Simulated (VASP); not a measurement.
# Ta (Im-3m) in VASP: notebook

Ta is run at these levels: PBEsol; tasks: single point, relaxation of cell and atoms.

All numbers are computed with VASP 6.6.1; they aren't measurements. Logs are shortened: lines on timing, memory, paths and dates and some standing lists are left out, and cuts for length are marked.

## (1) The cell of the first run

The structure is cubic, space group Im-3m (No. 229). The conventional cell has a = 3.284 Å, b = 3.284 Å, c = 3.284 Å, α = 90.00°, β = 90.00°, γ = 90.00°. Ta (site symmetry m-3m) has 14 Ta at 2.84 to 3.28 Å within 3.7 Å.

## (2) Single point, PBEsol

INCAR

```
PREC = Accurate ; ENCUT = 520
EDIFF = 1E-6 ; ISMEAR = -1
SIGMA = 0.15 ; LREAL = F
LASPH = T ; NELM = 80
ALGO = Normal ; ISIF = 2
LWAVE = F ; LCHARG = F
GGA = PS ; NBANDS = 12
```

KPOINTS

```
regular mesh
0
Gamma
  20 20 20
```

POSCAR

```
Ta
1.0
   -1.6418650284      1.6418650284      1.6418650284
    1.6418650284     -1.6418650284      1.6418650284
    1.6418650284      1.6418650284     -1.6418650284
Ta
1
Direct
    0.0000000000      0.0000000000      0.0000000000
```

Potentials or basis: VASP PAW PBE potentials, release 64 (Ta_pv).

Command:

```
cat potpaw_PBE.64/Ta_pv/POTCAR > POTCAR
mpirun -np 1 vasp_std > vasp.out
```

OUTCAR:

```text
PREC = Accurate
   ENCUT = 520
   EDIFF = 1E-6
   ISMEAR = -1
   LREAL = F
   LASPH = T
   NELM = 80
   ISIF = 2
   GGA = PS

 ion  position               nearest neighbor table
   1  0.000  0.000  0.000-

  LATTYP: Found a body centered cubic cell.
 ALAT       =     3.2837300568

  Lattice vectors:

 A1 = (  -1.6418650284,   1.6418650284,   1.6418650284)
 A2 = (   1.6418650284,  -1.6418650284,   1.6418650284)
 A3 = (   1.6418650284,   1.6418650284,  -1.6418650284)

Analysis of symmetry for initial positions (statically):
=====================================================================
 Subroutine PRICEL returns:
 Original cell was already a primitive cell.

 Routine SETGRP: Setting up the symmetry group for a
 body centered cubic supercell.

 Subroutine GETGRP returns: Found 48 space group operations
 (whereof 48 operations were pure point group operations)
 out of a pool of 48 trial point group operations.

The static configuration has the point symmetry O_h .

Analysis of symmetry for dynamics (positions and initial velocities):
=====================================================================
 Subroutine PRICEL returns:
 Original cell was already a primitive cell.

 Routine SETGRP: Setting up the symmetry group for a
 body centered cubic supercell.

 Subroutine GETGRP returns: Found 48 space group operations
 (whereof 48 operations were pure point group operations)
 out of a pool of 48 trial point group operations.

The dynamic configuration has the point symmetry O_h .

 Subroutine INISYM returns: Found 48 space group operations
 (whereof 48 operations are pure point group operations),
 and found     1 'primitive' translations

----------------------------------------------------------------------------------------

                                     Primitive cell

  volume of cell :      17.7040

  direct lattice vectors                    reciprocal lattice vectors
    -1.641865028  1.641865028  1.641865028     0.000000000  0.304531732  0.304531732
     1.641865028 -1.641865028  1.641865028     0.304531732  0.000000000  0.304531732
     1.641865028  1.641865028 -1.641865028     0.304531732  0.304531732  0.000000000

  length of vectors
     2.843793648  2.843793648  2.843793648     0.430672905  0.430672905  0.430672905

  position of ions in fractional coordinates (direct lattice)
     0.000000000  0.000000000  0.000000000

  ion indices of the primitive-cell ions
   primitive index   ion index
                 1           1

----------------------------------------------------------------------------------------

 KPOINTS: regular mesh

Automatic generation of k-mesh.
 Grid dimensions read from file:
 generate k-points for:   20   20   20

 Generating k-lattice:

  Cartesian coordinates                     Fractional coordinates (reciprocal lattice)
     0.000000000  0.015226587  0.015226587     0.050000000  0.000000000  0.000000000
     0.015226587  0.000000000  0.015226587     0.000000000  0.050000000  0.000000000
     0.015226587  0.015226587  0.000000000     0.000000000  0.000000000  0.050000000

  Length of vectors
     0.021533645  0.021533645  0.021533645

  Shift w.r.t. Gamma in fractional coordinates (k-lattice)
     0.000000000  0.000000000  0.000000000

 Subroutine IBZKPT returns following result:
 ===========================================

 Found    256 irreducible k-points:

 Following reciprocal coordinates:
            Coordinates               Weight
  0.000000  0.000000  0.000000      1.000000
  0.050000  0.000000  0.000000     12.000000
  0.100000  0.000000  0.000000     12.000000
  0.150000  0.000000  0.000000     12.000000
  0.200000  0.000000  0.000000     12.000000
  0.250000  0.000000  0.000000     12.000000
[... 16 lines left out ...]
  0.200000  0.100000  0.000000     48.000000
  0.250000  0.100000  0.000000     48.000000
 [... further k-points ...]
   k-points           NKPTS =    256   k-points in BZ     NKDIM =    256   number of bands    NBANDS=     12
   number of dos      NEDOS =    301   number of ions     NIONS =      1
   total plane-waves  NPLWV =  13824
   dimension x,y,z NGX =    24 NGY =   24 NGZ =   24
   dimension x,y,z NGXF=    48 NGYF=   48 NGZF=   48
   ions per type =               1
   NGX,Y,Z   is equivalent  to a cutoff of  14.03, 14.03, 14.03 a.u.
   NGXF,Y,Z  is equivalent  to a cutoff of  28.06, 28.06, 28.06 a.u.
 SYSTEM =  unknown system
   PREC   = accura    normal or accurate (medium, high low for compatibility)
   ISTART =      0    job   : 0-new  1-cont  2-samecut
   ICHARG =      2    charge: 1-file 2-atom 10-const
   ISPIN  =      1    spin polarized calculation?
   LNONCOLLINEAR =      F non collinear calculations
   LSORBIT =      F    spin-orbit coupling
   LASPH  =      T    aspherical Exc in radial PAW
   ENCUT  =  520.0 eV  38.22 Ry    6.18 a.u.   5.29  5.29  5.29*2*pi/ulx,y,z
   NELM   =     80;   NELMIN=  2; NELMDL= -5     # of ELM steps
[... 17 lines left out ...]
   IALGO  =     38    algorithm
   IMIX   =      4    mixing-type and parameters
     AMIX     =   0.40;   BMIX     =  1.00
     AMIX_MAG =   1.60;   BMIX_MAG =  1.00
  volume/ion in A,a.u.               =      17.70       119.47
  Fermi-wavevector in a.u.,A,eV,Ry     =   1.396952  2.639857 26.551443  1.951476
  Thomas-Fermi vector in A             =   2.520256
   LORBIT       =      0    0 simple, 1 ext, 2 COOP (PROOUT), +10 PAW based schemes
   GGA     = PS    functional components
   LHFCALC =     F    Hartree Fock is set to
   AEXX    =    0.0000 exact exchange contribution
   IVDW    =     0    specifies the selected vdW correction
   LEPSILON=     F    determine dielectric tensor
   LRPA    =     F    only Hartree local field effects (RPA)
 non-spin polarized calculation
  energy-cutoff  :      520.00
  volume of cell :       17.70
 maximum number of plane-waves:       490
 NGX is ok and might be reduce to    24
   NGX = 11   NGY = 11   NGZ = 11

 number of electron      11.0000002 magnetization

 Free energy of the ion-electron system (eV)
  ---------------------------------------------------
  ext. energy  EPLUGINS =         0.00000000
  ---------------------------------------------------
  free energy    TOTEN  =       -12.59879005 eV

  energy without entropy =      -12.50577580  energy(sigma->0) =      -12.55228292

 E-fermi :   5.4857     XC(G=0): -12.8163

 val. band max:        5.4855321147   @ k =  -0.3500   0.3500   0.0500
 cond. band min:       5.4891511450   @ k =   0.1000   0.0500   0.0500
 fundamental gap:      0.0036190303
 Fermi energy:         5.4857354284

 k-point     1 :       0.0000    0.0000    0.0000
  band No.  band energies     occupation
      1     -27.4917      2.00000
      2     -27.4917      2.00000
      3     -27.4917      2.00000
      4      -2.5351      2.00000
      5       6.1823      0.01906
      6       6.1823      0.01906
      7       6.1823      0.01906
      8       9.5136      0.00000
      9       9.5136      0.00000
     10      20.1880      0.00000
     11      20.5820      0.00000
     12      20.5820      0.00000

 k-point     2 :       0.0500    0.0000    0.0000
  band No.  band energies     occupation
      1     -27.5252      2.00000
      2     -27.5019      2.00000
      3     -27.4919      2.00000
      4      -2.4200      2.00000
      5       6.1068      0.03133
      6       6.1619      0.02180
      7       6.2948      0.00905
      8       9.3868      0.00000
      9       9.5134      0.00000
     10      20.1880      0.00000
     11      20.6878      0.00000
     12      20.7830      0.00000

 k-point     3 :       0.1000    0.0000    0.0000
  band No.  band energies     occupation
      1     -27.6215      2.00000
      2     -27.5315      2.00000
      3     -27.4924      2.00000
      4      -2.0846      2.00000
      5       5.8956      0.12215
      6       6.0790      0.03760
      7       6.6294      0.00098
      8       9.1028      0.00000
      9       9.5182      0.00000
     10      20.1874      0.00000
     11      20.9662      0.00000
     12      21.3694      0.00000
[... 286 lines left out ...]
 k-point    23 :       0.2000    0.1000    0.0000
  band No.  band energies     occupation
      1     -28.1805      2.00000
      2     -27.7009      2.00000
      3     -27.5376      2.00000
      4       0.0867      2.00000
      5       4.8453      1.97242
      6       5.0917      1.86512
      7       8.5822      0.00000
      8       9.3086      0.00000
      9      10.0213      0.00000
     10      20.1756      0.00000
     11      21.0275      0.00000
     12      22.4629      0.00000

 k-point    24 :       0.2500    0.1000    0.0000
  band No.  band energies     occupation
      1     -28.3466      2.00000
      2     -27.7723      2.00000
      3     -27.5409      2.00000
      4       0.7115      2.00000
      5       4.5250      1.99670
      6       5.0234      1.91228
      7       8.7962      0.00000
      8      10.1585      0.00000
      9      10.3891      0.00000
     10      19.9101      0.00000
     11      20.2160      0.00000
     12      21.4982      0.00000

 [... further k-points ...]

------------------------ aborting loop because EDIFF is reached ----------------------------------------

  FORCE on cell =-STRESS in cart. coord.  units (eV):
  Direction    XX          YY          ZZ          XY          YZ          ZX
  --------------------------------------------------------------------------------------
  -------------------------------------------------------------------------------------
  Total        0.0202784      0.0202784      0.0202784     -0.0000000     -0.0000000      0.0000000
  in kB        1.8351475      1.8351475      1.8351475     -0.0000000     -0.0000000      0.0000000
  external PRESSURE =       1.8351475 kB  Pullay stress =       0.0000000 kB

 VOLUME and BASIS-vectors are now :
 -----------------------------------------------------------------------------
  energy-cutoff  :      520.00
  volume of cell :       17.70
      direct lattice vectors                 reciprocal lattice vectors
    -1.641865028  1.641865028  1.641865028     0.000000000  0.304531732  0.304531732
     1.641865028 -1.641865028  1.641865028     0.304531732  0.000000000  0.304531732
     1.641865028  1.641865028 -1.641865028     0.304531732  0.304531732  0.000000000

 POSITION                                       TOTAL-FORCE (eV/Angst)
 -----------------------------------------------------------------------------------
      0.00000      0.00000      0.00000        -0.000000      0.000000      0.000000
 -----------------------------------------------------------------------------------
    total drift:                               -0.000000      0.000000     -0.000000

  FREE ENERGIE OF THE ION-ELECTRON SYSTEM (eV)
  ---------------------------------------------------
  free  energy   TOTEN  =       -12.5987900484 eV

  energy  without entropy=      -12.5057758014  energy(sigma->0) =      -12.55228292
```

Run time: 22 s. Hardware: 1 thread of AMD EPYC 9R45 (Zen 5), shared host; peak memory 0.15 GiB.

Results:

```
Free energy            : -12.5988 eV
Pressure               : 0.2 GPa
Band gap on the k mesh : zero (an odd number of electrons rules out a gap without spin polarisation)
```

Levels at points of the mesh, in eV from the Fermi level:
| k point | band 3 | band 4 | band 5 | band 6 | band 7 | band 8 | band 9 | band 10 |
| --- | --- | --- | --- | --- | --- | --- | --- | --- |
| (0.00, 0.00, 0.00) | -32.98 | -8.02 | 0.70 | 0.70 | 0.70 | 4.03 | 4.03 | 14.70 |
| (0.50, 0.00, 0.00) | -32.99 | -4.49 | -1.63 | 1.67 | 3.92 | 4.97 | 7.96 | 11.96 |
| (0.50, 0.50, 0.50) | -33.85 | -3.94 | -3.94 | 6.96 | 6.96 | 6.96 | 8.79 | 8.79 |

Caveat: the PAW data sets were made with another functional, which shifts forces and pressure a little; spin-orbit coupling is left out, which moves the levels of the heavy elements.

## (3) Single point, PBEsol (18.06 Å³/atom)

This run uses another cell than the first one, of 18.06 Å³/atom.

INCAR

```
SYSTEM = Ta
PREC     = Accurate       ! precision mode
ENCUT    = 520            ! plane-wave cutoff, eV
EDIFF    = 1E-6           ! SCF threshold, eV
ISMEAR   = -1             ! smearing method
SIGMA    = 0.15           ! smearing width, eV
LREAL    = .FALSE.        ! projectors in reciprocal space
LASPH    = .TRUE.         ! aspherical terms in the spheres
NELM     = 100            ! most SCF steps
ALGO     = Fast           ! electronic algorithm
ISIF     = 2              ! what is computed and relaxed
LWAVE    = .FALSE.        ! write WAVECAR
LCHARG   = .TRUE.         ! write CHGCAR
GGA      = PS             ! functional
LELF     = .TRUE.         ! ELF
LVHAR    = .TRUE.       
NBANDS   = 12             ! bands
```

KPOINTS

```
Automatic mesh
0
G
  20 20 20
  0 0 0
```

POSCAR

```
Ta
1.0
   -1.6527386236      1.6527386236      1.6527386236
    1.6527386236     -1.6527386236      1.6527386236
    1.6527386236      1.6527386236     -1.6527386236
Ta
1
Direct
    0.0000000000      0.0000000000      0.0000000000
```

Potentials or basis: VASP PAW PBE potentials, release 64 (Ta_pv).

Command:

```
cat potpaw_PBE.64/Ta_pv/POTCAR > POTCAR
mpirun -np 1 vasp_std > vasp.out
```

Run time: 29 s. Hardware: 1 thread of AMD EPYC 9R45 (Zen 5), shared host; peak memory 0.15 GiB.

Results (log left out):

```yaml
Free_energy: -12.5948 eV
Pressure: -3.8 GPa
Band_gap_on_the_k_mesh: zero (an odd number of electrons rules out a gap without spin polarisation)
```

Levels at points of the mesh, in eV from the Fermi level:
| k point | band 2 | band 3 | band 4 | band 5 | band 6 | band 7 | band 8 | band 9 | band 10 | band 11 |
| --- | --- | --- | --- | --- | --- | --- | --- | --- | --- | --- |
| (0.00, 0.00, 0.00) | -33.06 | -33.06 | -7.95 | 0.70 | 0.70 | 0.70 | 3.96 | 3.96 | 15.00 | 15.00 |
| (0.50, 0.00, 0.00) | -33.44 | -33.07 | -4.40 | -1.57 | 1.57 | 3.83 | 4.86 | 7.76 | 11.64 | 11.93 |
| (0.50, 0.50, 0.50) | -33.88 | -33.88 | -3.82 | -3.82 | 6.80 | 6.80 | 6.80 | 8.61 | 8.61 | 8.61 |

Caveat: the cell stands under tension; the PAW data sets were made with another functional, which shifts forces and pressure a little; spin-orbit coupling is left out, which moves the levels of the heavy elements.

## (4) Relaxation of cell and atoms, PBEsol, target pressure 15 GPa, at which the enthalpy is minimised

This run uses another cell than the first one, of 17.08 Å³/atom.

INCAR

```
  PREC = Accurate
  ENCUT = 600
  EDIFF = 1E-6
  ISMEAR = -1
  SIGMA = 0.15
  LREAL = False
  LASPH = True
  NELM = 100
  ALGO = Fast
  ISIF = 3
  LWAVE = False
  LCHARG = False
  GGA = PS
  IBRION = 2
  NSW = 80
  EDIFFG = -0.001
  PSTRESS = 150.0
```

KPOINTS

```
Automatic mesh
0
Gamma
  20 20 20
```

POSCAR

```
Ta
1.0
   -1.6221914548      1.6221914548      1.6221914548
    1.6221914548     -1.6221914548      1.6221914548
    1.6221914548      1.6221914548     -1.6221914548
Ta
1
Direct
    0.0000000000      0.0000000000      0.0000000000
```

Command:

```
cat potpaw_PBE.64/Ta_pv/POTCAR > POTCAR
mpirun -np 1 vasp_std > vasp.out
```

Run time: 95 s. Hardware: 1 thread of AMD EPYC 9R45 (Zen 5), shared host; peak memory 0.16 GiB.

It converged, with:

```yaml
Free_energy: -12.5501 eV
Relaxed_volume: 16.62 Å³/atom
Relaxed_cell: a = 2.785 Å, b = 2.785 Å, c = 2.785 Å, α = 109.47°, β = 109.47°, γ = 109.47°
Space_group_after_relaxing_to_0.1_Å: Im-3m (No. 229)
Energy_change_on_relaxing_the_run_minimises_the_enthalpy: +32.6 meV/atom
Ionic_steps: 11
Pressure_after_relaxing: 15.0 GPa
Band_gap_on_the_k_mesh: zero (an odd number of electrons rules out a gap without spin polarisation)
```

Step by step:
```tsv
step	energy change (eV)	largest force (eV/Å)	pressure (GPa)	volume (Å³)
1	0.0000	0.0000	8.33	17.08
2	0.2347	0.0000	38.37	15.38
3	0.0314	0.0000	14.76	16.64
4	0.0327	0.0000	14.96	16.62
5	0.0335	0.0000	15.12	16.61
6	0.0312	0.0000	14.81	16.64
7	0.0329	0.0000	14.98	16.62
8	0.0329	0.0000	15.02	16.62
9	0.0329	0.0000	15.05	16.62
10	0.0329	0.0000	15.04	16.62
11	0.0326	0.0000	15.00	16.62
```

Final structure:
```cif
data_structure
_symmetry_space_group_name_H-M 'P 1'
_symmetry_Int_Tables_number 1
_cell_length_a 2.7847
_cell_length_b 2.7847
_cell_length_c 2.7847
_cell_angle_alpha 109.471
_cell_angle_beta 109.471
_cell_angle_gamma 109.471
_cell_volume 16.62
loop_
_atom_site_label
_atom_site_type_symbol
_atom_site_fract_x
_atom_site_fract_y
_atom_site_fract_z
_atom_site_occupancy
Ta1 Ta 0.00000 0.00000 0.00000 1
```

Levels at points of the mesh, in eV from the Fermi level:
```
           k point  band 3  band 4  band 5  band 6  band 7  band 8  band 9
(0.00, 0.00, 0.00)  -32.72   -8.25    0.69    0.69    0.69    4.25    4.25
(0.50, 0.00, 0.00)  -32.73   -4.79   -1.83    2.00    4.19    5.32    8.61
(0.50, 0.50, 0.50)  -33.77   -4.34   -4.34    7.50    7.50    7.50    9.41
```

Caveat: the cell is relaxed towards a set pressure, so the run minimises the enthalpy, not the energy; the PAW data sets were made with another functional, which shifts forces and pressure a little; spin-orbit coupling is left out, which moves the levels of the heavy elements.

## (5) Relaxation of cell and atoms, PBEsol

This run uses another cell than the first one, of 17.65 Å³/atom.

INCAR

```
SYSTEM = Ta
ALGO = Fast
EDIFF = 1E-6
EDIFFG = -0.001
ENCUT = 600
GGA = PS
IBRION = 2
ISIF = 3
ISMEAR = -1
LASPH = .True.
LCHARG = .False.
LREAL = .False.
LWAVE = .False.
NELM = 60
NSW = 80
PREC = Accurate
SIGMA = 0.15
```

KPOINTS

```
k-points
0
Gamma
  20 20 20
  0 0 0
```

POSCAR

```
Ta
1.0
   -1.6402597622      1.6402597622      1.6402597622
    1.6402597622     -1.6402597622      1.6402597622
    1.6402597622      1.6402597622     -1.6402597622
Ta
1
Direct
    0.0000000000      0.0000000000      0.0000000000
```

Command:

```
cat potpaw_PBE.64/Ta_pv/POTCAR > POTCAR
mpirun -np 1 vasp_std > vasp.out
```

It took 82 s on 1 thread of AMD EPYC 9R45 (Zen 5), shared host; peak memory 0.16 GiB.

Results (log left out):

| Item | Value |
| --- | --- |
| Free energy | -12.5990 eV |
| Relaxed volume | 17.72 Å³/atom |
| Relaxed cell | a = 2.845 Å, b = 2.845 Å, c = 2.845 Å, α = 109.47°, β = 109.47°, γ = 109.47° |
| Space group after relaxing (to 0.1 Å) | Im-3m (No. 229) |
| Energy gained by relaxing | 0.2 meV/atom |
| Ionic steps | 11 |
| Pressure after relaxing | 0.0 GPa |
| Band gap on the k mesh | zero (an odd number of electrons rules out a gap without spin polarisation) |

Step by step:
| step | energy change (eV) | largest force (eV/Å) | pressure (GPa) | volume (Å³) |
| --- | --- | --- | --- | --- |
| 1 | 0.0000 | 0.0000 | 0.87 | 17.65 |
| 2 | 0.0010 | 0.0000 | -2.11 | 17.90 |
| 3 | -0.0002 | 0.0000 | -0.02 | 17.72 |
| 4 | -0.0002 | 0.0000 | -0.03 | 17.72 |
| 5 | -0.0001 | 0.0000 | 0.43 | 17.69 |
| 6 | -0.0002 | 0.0000 | 0.11 | 17.72 |
| 7 | -0.0002 | 0.0000 | -0.01 | 17.72 |
| 8 | -0.0002 | 0.0000 | -0.02 | 17.72 |
| 9 | -0.0002 | 0.0000 | -0.03 | 17.72 |
| 10 | -0.0002 | 0.0000 | -0.03 | 17.72 |
| 11 | -0.0002 | 0.0000 | -0.01 | 17.72 |

Final structure:
```
Ta
1.0
    -1.64238    1.64238    1.64238
     1.64238   -1.64238    1.64238
     1.64238    1.64238   -1.64238
Ta
1
Cartesian
  0.0000 0.0000 0.0000
```

Levels at points of the mesh, in eV from the Fermi level:
```csv
k point,band 2,band 3,band 4,band 5,band 6,band 7,band 8,band 9
"(0.00, 0.00, 0.00)",-32.98,-32.98,-8.02,0.70,0.70,0.70,4.02,4.02
"(0.50, 0.00, 0.00)",-33.38,-32.99,-4.49,-1.63,1.66,3.92,4.96,7.95
"(0.50, 0.50, 0.50)",-33.85,-33.85,-3.94,-3.94,6.95,6.95,6.95,8.79
```

Caveat: the PAW data sets were made with another functional, which shifts forces and pressure a little; spin-orbit coupling is left out, which moves the levels of the heavy elements. Zero-point motion and thermal expansion aren't in these numbers.

## (6) Summary

| task | cell | cutoff (eV) | gap on the mesh (eV) | pressure (GPa) |
| --- | --- | --- | --- | --- |
| single point | a = 2.844 Å, angles 109.5°, 1 atom | 520 | none | 0.2 |
| single point | a = 2.863 Å, angles 109.5°, 1 atom | 520 | none | -3.8 |
| relaxation of cell and atoms | relaxed to 15 GPa from a = 2.810 Å, angles 109.5°, 1 atom | 600 | none | 15.0 |
| relaxation of cell and atoms | relaxed from a = 2.841 Å, angles 109.5°, 1 atom | 600 | none | 0.0 |

Alike in all rows: level PBEsol; potentials or basis VASP PAW PBE potentials, release 64 (Ta_pv); no spin polarisation; k mesh 20 × 20 × 20; smearing fermi-dirac 0.15 eV.

Caveats: the PAW data sets were made with another functional, which shifts forces and pressure a little; spin-orbit coupling is left out, which moves the levels of the heavy elements; the cell stands under tension (at least some runs); the cell is relaxed towards a set pressure, so the run minimises the enthalpy, not the energy (at least some runs).

Total energies depend on the potentials used, so only differences within one code and one set of settings carry meaning.
